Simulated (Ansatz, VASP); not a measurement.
## Two plane-wave programs on SiNi

```
Si Ni
1.0
     4.51860    0.00000    0.00000
     0.00000    4.51860    0.00000
     0.00000    0.00000    4.51860
Si Ni
4 4
Direct
  0.65351 0.15351 0.34649
  0.15351 0.34649 0.65351
  0.34649 0.65351 0.15351
  0.84649 0.84649 0.84649
  0.35103 0.85103 0.64897
  0.85103 0.64897 0.35103
  0.64897 0.35103 0.85103
  0.14897 0.14897 0.14897
```

Alike in both runs: task relaxation of cell and atoms; functional PBEsol; k mesh 8 × 8 × 8; occupations gaussian, width 0.1 eV; no spin polarisation.

```csv
,VASP,Ansatz
version,VASP 6.6.1,Ansatz 0.2.0
potentials or method,"VASP PAW PBE potentials, release 64 (Si, Ni), cutoff 600 eV","scalar-relativistic, plane waves, PAW"
valence electrons in the cell,56,88
```

|  | VASP | Ansatz | Ansatz less VASP |
| --- | --- | --- | --- |
| gap on the k mesh at the Fermi level, each at its own relaxed structure (eV) | none | none | - |
| relaxed volume (Å³/atom) | 11.16 | 11.15 | -0.010 |
| relaxed cell length with the largest relative difference (Å) | 4.469 | 4.468 | -0.0013 |

VASP's potentials were made for PBE, not for PBEsol. A gap of «none» marks a metal or a gap that the smearing closes. VASP's potentials hold 56 valence electrons a cell and Ansatz's 88, so a difference there can come from the potentials and not from the codes.
